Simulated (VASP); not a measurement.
Crystal: KBr.

```
K Br
1.0
     0.00000    3.29454    3.29454
     3.29454    0.00000    3.29454
     3.29454    3.29454    0.00000
K Br
1 1
Direct
  0.00000 0.00000 0.00000
  0.50000 0.50000 0.50000
```

- Program: VASP 6.6.1
- Task: relaxation of cell and atoms
- Functional: PBE
- Potentials or basis: VASP PAW PBE potentials, release 64 (K_sv, Br)
- Cutoff: 600 eV
- k mesh: 6 × 6 × 6
- Occupations: gaussian, width 0.02 eV
- Spin: no spin polarisation

At the start: pressure 0.9 GPa; volume 35.76 Å³/atom.

Problem. How do energy, volume and symmetry change on relaxing?

Solution. Over 3 steps the energy falls by 5.1 meV/atom and the volume is 37.76 Å³/atom (+5.6 %); space group Fm-3m (No. 225, to 0.05 Å).

The path:
| step | energy change (eV) | largest force (eV/Å) | pressure (GPa) | volume (Å³) |
| --- | --- | --- | --- | --- |
| 1 | 0.0000 | 0.0000 | 0.86 | 71.52 |
| 2 | -0.0077 | 0.0000 | 0.39 | 73.51 |
| 3 | -0.0102 | 0.0000 | 0.00 | 75.52 |

Final structure:
```
CELL_PARAMETERS angstrom
0.00000 3.35485 3.35485
3.35485 0.00000 3.35485
3.35485 3.35485 0.00000
ATOMIC_POSITIONS crystal
K 0.00000 0.00000 0.00000
Br 0.50000 0.50000 0.50000
```
